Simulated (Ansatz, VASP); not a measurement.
One calculation of MgO, two programs

```
Mg O
1.0
     0.00000    2.07404    2.07404
     2.07404    0.00000    2.07404
     2.07404    2.07404    0.00000
Mg O
1 1
Direct
  0.01331 0.01331 0.98669
  0.47979 0.47979 0.52021
```

Change from the starting cell: mode 6 frozen in at -0.086 Å, equal normal strain along x, y and z -0.0250.

Alike in both runs: task single point; functional PBE; k mesh 10 × 10 × 10; occupations gaussian, width 0.05 eV; no spin polarisation.

```csv
,VASP,Ansatz
version,VASP 6.6.1,Ansatz 0.2.0
potentials or method,"VASP PAW PBE potentials, release 64 (Mg, O), cutoff 600 eV","scalar-relativistic, plane waves, PAW"
valence electrons in the cell,8,16
```

|  | VASP | Ansatz | Ansatz less VASP |
| --- | --- | --- | --- |
| gap on the k mesh at the Fermi level (eV) | 5.18 | 5.20 | +0.017 |
| least direct gap on the mesh (eV) | 5.18 | 5.20 | +0.017 |
| pressure (GPa) | 14.4 | 15.5 | +1.05 |
| traceless stress, the component that is largest in VASP (GPa) | 5.81 | 5.72 | -0.096 |
| rms of the force components (eV/Å) | 0.620 | 0.611 | -0.0093 |

Atom by atom the forces differ by 0.009 eV/Å (rms over components). VASP's potentials hold 8 valence electrons a cell and Ansatz's 16, so a difference there can come from the potentials and not from the codes.
